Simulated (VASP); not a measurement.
Set up this calculation in VASP 6.6.1, as the native input.

| Item | Value |
| --- | --- |
| Task | single point |
| Functional | PBEsol |
| Potentials or basis | VASP PAW PBE potentials, release 64 (Ba_sv, Hf_pv, O) |
| Cutoff | 520 eV |
| k mesh | 1 × 1 × 1, shifted |
| Occupations | fermi-dirac, width 0.05 eV |
| Spin | no spin polarisation |
| Dipole correction | no |
| Further INCAR settings | LREAL = Auto; ALGO = Normal; EDIFF = 1e-06; NBANDS = 169; ISYM = -1 |

The structure of Ba7Hf8O23 (a cell with a defect) lies in POSCAR:

```
Ba7Hf8O23
1.0
    8.3151870000      0.0000000000      0.0000000000
    0.0000000000      8.3151870000      0.0000000000
    0.0000000000      0.0000000000      8.3151870000
Ba Hf O
7 8 23
Direct
    0.9845220000      0.9853740000      0.9988930000
    0.9933040000      0.9942410000      0.4981800000
    0.9905870000      0.5104210000      0.9990150000
    0.9873270000      0.5088380000      0.4996580000
    0.5095640000      0.9914250000      0.9991860000
    0.5079940000      0.9882240000      0.4993670000
    0.5081700000      0.5091210000      0.9994300000
    0.2495090000      0.2503500000      0.2304540000
    0.2491850000      0.2500920000      0.7679570000
    0.2513320000      0.7469310000      0.2540370000
    0.2511020000      0.7474450000      0.7444780000
    0.7461130000      0.2522470000      0.2540440000
    0.7464700000      0.2519570000      0.7445230000
    0.7456750000      0.7464650000      0.2524440000
    0.7453790000      0.7462850000      0.7459290000
    0.2246800000      0.2255630000      0.9992400000
    0.2516670000      0.7705170000      0.9994370000
    0.2321250000      0.7418600000      0.4992540000
    0.7695740000      0.2525640000      0.9994490000
    0.7409910000      0.2329560000      0.4992770000
    0.7447740000      0.7456540000      0.9993520000
    0.7605350000      0.7614720000      0.4994440000
    0.0085360000      0.2535910000      0.2836480000
    0.0079080000      0.2522850000      0.7165620000
    0.9994720000      0.7532600000      0.2406200000
    0.9994420000      0.7534240000      0.7583410000
    0.4963730000      0.2461030000      0.2347730000
    0.4962110000      0.2457010000      0.7642200000
    0.4990200000      0.7614840000      0.2430680000
    0.4989730000      0.7617290000      0.7557890000
    0.2527480000      0.0093730000      0.2835900000
    0.2514270000      0.0088110000      0.7165020000
    0.2453050000      0.4972360000      0.2346430000
    0.2447560000      0.4971230000      0.7641970000
    0.7524120000      0.0003190000      0.2406010000
    0.7525640000      0.0003380000      0.7583660000
    0.7606600000      0.4998620000      0.2431040000
    0.7608240000      0.4998640000      0.7557190000
```

The input as run:

INCAR

```
SYSTEM = Ba7Hf8O23
PREC = Accurate ; ENCUT = 520
EDIFF = 1E-6 ; ISMEAR = -1
SIGMA = 0.05 ; LREAL = Auto
LASPH = .TRUE. ; NELM = 120
ALGO = Normal ; ISIF = 2
LWAVE = .FALSE. ; LCHARG = .FALSE.
GGA = PS ; NBANDS = 169
ISYM = -1 ; GGA_COMPAT = .FALSE.
```

KPOINTS

```
explicit points
1
Reciprocal
  0.25000000   0.25000000   0.25000000 1
```

Potentials or basis: VASP PAW PBE potentials, release 64 (Ba_sv, Hf_pv, O).

Run with:

```console
$ cat potpaw_PBE.64/Ba_sv/POTCAR potpaw_PBE.64/Hf_pv/POTCAR potpaw_PBE.64/O/POTCAR > POTCAR
$ mpirun -np 1 vasp_std > vasp.out
```

It gave:

```json
{
 "Pressure": "-1.5 GPa",
 "Largest force": "0.107 eV/Å",
 "Band gap on the k mesh": "2.98 eV"
}
```

Caveat: the PAW data sets were made with another functional, which shifts forces and pressure a little; spin-orbit coupling is left out, which moves the levels of the heavy elements.

Run time: 5.2 min on 1 thread of Intel(R) Xeon(R) Platinum 8259CL CPU @ 2.50GHz (Skylake/Cascade Lake) (shared host), peak memory 0.59 GiB.
